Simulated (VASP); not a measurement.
# Ti2CdSb3 (P-4m2) in VASP: a series of runs, part 2 of 2

VASP 6.6.1.

**3. Relaxation of cell and atoms, PBE**

This run uses another cell than the first one, of 24.63 Å³/atom, 1.123 times its volume.

File INCAR:

```
SYSTEM = Ti2CdSb3
PREC = Accurate
ENCUT = 600
EDIFF = 1E-7
ISMEAR = -1
SIGMA = 0.1
LREAL = .FALSE.
LASPH = .TRUE.
NELM = 60
ALGO = Normal
ISIF = 3
LWAVE = .FALSE.
LCHARG = .FALSE.
GGA = PE
IBRION = 2
NSW = 60
EDIFFG = -0.01
```

File KPOINTS:

```
regular mesh
0
G
  5 5 2
  0 0 0
```

File POSCAR:

```
Ti2CdSb3
1.0
    4.0630300000      0.0000000000      0.0000000000
    0.0000000000      4.0630300000      0.0000000000
    0.0000000000      0.0000000000      8.9512370000
Sb Ti Cd
3 2 1
Direct
    0.0000000000      0.5000000000      0.3835000000
    0.5000000000      0.0000000000      0.6165000000
    0.5000000000      0.5000000000      0.0000000000
    0.0000000000      0.5000000000      0.7315000000
    0.5000000000      0.0000000000      0.2685000000
    0.0000000000      0.0000000000      0.0000000000
```

Potentials or basis: VASP PAW PBE potentials, release 64 (Sb, Ti_sv, Cd).

Launch:

```bash
$ cat potpaw_PBE.64/Sb/POTCAR potpaw_PBE.64/Ti_sv/POTCAR potpaw_PBE.64/Cd/POTCAR > POTCAR
$ mpirun -np 1 vasp_std > vasp.out
```

OUTCAR:

```text
SYSTEM = Ti2CdSb3
   PREC = Accurate
   ENCUT = 600
   EDIFF = 1E-7
   ISMEAR = -1
   LREAL = .FALSE.
   LASPH = .TRUE.
   NELM = 60
   ISIF = 3
   GGA = PE
   IBRION = 2
   NSW = 60
   EDIFFG = -0.01

 ion  position               nearest neighbor table
   1  0.000  0.500  0.383-   5 3.05   5 3.05   5 3.05   5 3.05   4 3.12   2 3.55   2 3.55   2 3.55
                             2 3.55
   2  0.500  0.000  0.617-   4 3.05   4 3.05   4 3.05   4 3.05   5 3.12   1 3.55   1 3.55   1 3.55
                             1 3.55
   3  0.500  0.500  0.000-   6 2.87   6 2.87   6 2.87   6 2.87   5 3.15   4 3.15   4 3.15   5 3.15

   4  0.000  0.500  0.731-   2 3.05   2 3.05   2 3.05   2 3.05   1 3.12   6 3.15   6 3.15   3 3.15
                             3 3.15
   5  0.500  0.000  0.269-   1 3.05   1 3.05   1 3.05   1 3.05   2 3.12   3 3.15   6 3.15   6 3.15
                             3 3.15
   6  0.000  0.000  0.000-   3 2.87   3 2.87   3 2.87   3 2.87   4 3.15   5 3.15   5 3.15   4 3.15

  LATTYP: Found a simple tetragonal cell.
 ALAT       =     4.0630300000
 C/A-ratio  =     2.2030939964

  Lattice vectors:

 A1 = (   4.0630300000,   0.0000000000,   0.0000000000)
 A2 = (   0.0000000000,   4.0630300000,   0.0000000000)
 A3 = (   0.0000000000,   0.0000000000,   8.9512370000)

Analysis of symmetry for initial positions (statically):
=====================================================================
 Subroutine PRICEL returns:
[... 172 lines left out ...]
  --------------------------------------------------------------------------------------
  -------------------------------------------------------------------------------------
  Total       -5.5084997     -5.5084997     -8.6938350      0.0000000      0.0000000      0.0000000
  in kB      -59.7256377    -59.7256377    -94.2624799      0.0000000      0.0000000      0.0000000
  external PRESSURE =     -71.2379184 kB  Pullay stress =       0.0000000 kB
[... 101 lines left out ...]
  FREE ENERGIE OF THE ION-ELECTRON SYSTEM (eV)
  ---------------------------------------------------
  free  energy   TOTEN  =       -30.2349481758 eV

  energy  without entropy=      -30.0701038716  energy(sigma->0) =      -30.15252602

[... ionic steps 4 to 9 ...]

--------------------------------------- Ionic step       10  -------------------------------------------

 number of electron      50.9999998 magnetization

------------------------ aborting loop because EDIFF is reached ----------------------------------------
[... 75 lines left out ...]
--------------------------------------- Ionic step       12  -------------------------------------------

 number of electron      50.9999999 magnetization

 Free energy of the ion-electron system (eV)
  ---------------------------------------------------
  ext. energy  EPLUGINS =         0.00000000
  ---------------------------------------------------
  free energy    TOTEN  =       -30.27887980 eV

  energy without entropy =      -30.13206577  energy(sigma->0) =      -30.20547278

 E-fermi :   7.8002     XC(G=0): -10.8291

 val. band max:        7.7893365212   @ k =   0.4000   0.0000   0.5000
 cond. band min:       7.8335003535   @ k =   0.2000   0.2000   0.0000
 fundamental gap:      0.0441638323
 Fermi energy:         7.8001925778

 k-point     1 :       0.0000    0.0000    0.0000
  band No.  band energies     occupation
      1     -49.3575      2.00000
      2     -49.3573      2.00000
      3     -25.6508      2.00000
      4     -25.6508      2.00000
      5     -25.6144      2.00000
      6     -25.6095      2.00000
[... 418 lines left out ...]
  FREE ENERGIE OF THE ION-ELECTRON SYSTEM (eV)
  ---------------------------------------------------
  free  energy   TOTEN  =       -30.2788797975 eV

  energy  without entropy=      -30.1320657711  energy(sigma->0) =      -30.20547278

 reached required accuracy - stopping structural energy minimisation
```

OSZICAR:

```text
N       E                     dE             d eps       ncg     rms          rms(c)
DAV:   1     0.547544349559E+03    0.54754E+03   -0.25213E+04   720   0.182E+03
DAV:   2     0.285010546702E+02   -0.51904E+03   -0.51128E+03   744   0.498E+02
DAV:   3    -0.289196483569E+02   -0.57421E+02   -0.56387E+02  1146   0.144E+02
DAV:   4    -0.342435786183E+02   -0.53239E+01   -0.52922E+01  1152   0.348E+01
[... 139 lines left out ...]
DAV:   4    -0.302788804679E+02    0.41979E-05   -0.14358E-05  1036   0.276E-02    0.496E-03
DAV:   5    -0.302788802164E+02    0.25156E-06   -0.35728E-06   936   0.125E-02    0.326E-03
DAV:   6    -0.302788799631E+02    0.25328E-06   -0.81216E-07   800   0.539E-03    0.176E-03
DAV:   7    -0.302788798540E+02    0.10915E-06   -0.19054E-07   590   0.304E-03    0.604E-04
DAV:   8    -0.302788797975E+02    0.56447E-07   -0.31783E-08   504   0.167E-03
  12 F= -.30278880E+02 E0= -.30205473E+02  d E =-.111432E-03
```

Run time: 4.9 min. Hardware: 1 thread of Intel Xeon 6975P-C (Granite Rapids), shared host; peak memory 0.32 GiB.

Results:

```yaml
Free_energy: -30.2789 eV
Relaxed_volume: 21.96 Å³/atom
Relaxed_cell: a = 3.983 Å, b = 3.983 Å, c = 8.308 Å, α = 90.00°, β = 90.00°, γ = 90.00°
Space_group_after_relaxing_to_0.05_Å: P-4m2 (No. 115)
Energy_gained_by_relaxing: 79.9 meV/atom
Ionic_steps: 12
Pressure_after_relaxing: 0.0 GPa
Largest_force_after_relaxing: 0.005 eV/Å
```

Forces in eV/Å, atoms in the order of the input:
```
Sb   0.000  0.000 -0.002
Sb   0.000  0.000  0.002
Sb   0.000  0.000  0.000
Ti   0.000  0.000 -0.005
Ti   0.000  0.000  0.005
Cd   0.000  0.000  0.000
```

Step by step:
```tsv
step	energy change (eV)	largest force (eV/Å)	pressure (GPa)	volume (Å³)
1	0.0000	0.2839	-7.12	147.77
2	-0.3625	0.2245	4.59	125.53
3	-0.4355	0.1867	0.40	131.31
4	-0.4639	0.2206	0.23	131.48
5	-0.4686	0.2468	0.17	131.57
6	-0.4743	0.1627	-0.16	132.06
7	-0.4769	0.0645	-0.54	132.67
8	-0.4793	0.0236	0.13	131.56
9	-0.4794	0.0255	0.04	131.73
10	-0.4794	0.0257	0.03	131.74
11	-0.4794	0.0148	0.02	131.76
12	-0.4795	0.0048	0.01	131.78
```

Final structure:
```yaml
crystal:
  lattice:
    - [3.98265, 0.00000, 0.00000]
    - [0.00000, 3.98265, 0.00000]
    - [0.00000, 0.00000, 8.30789]
  atoms:
    - { symbol: Sb, position: [0.00000, 0.50000, 0.37585] }
    - { symbol: Sb, position: [0.50000, 0.00000, 0.62415] }
    - { symbol: Sb, position: [0.50000, 0.50000, 0.00000] }
    - { symbol: Ti, position: [0.00000, 0.50000, 0.72838] }
    - { symbol: Ti, position: [0.50000, 0.00000, 0.27162] }
    - { symbol: Cd, position: [0.00000, 0.00000, 0.00000] }
```

Levels at points of the mesh, in eV from the Fermi level:
| k point | band 23 | band 24 | band 25 | band 26 | band 27 | band 28 |
| --- | --- | --- | --- | --- | --- | --- |
| (0.00, 0.00, 0.00) | -1.38 | -0.71 | 0.61 | 0.61 | 0.76 | 0.79 |
| (0.00, 0.00, 0.50) | -1.35 | -0.58 | -0.23 | 0.75 | 0.80 | 0.82 |

Caveat: spin-orbit coupling is left out, which moves the levels of the heavy elements.
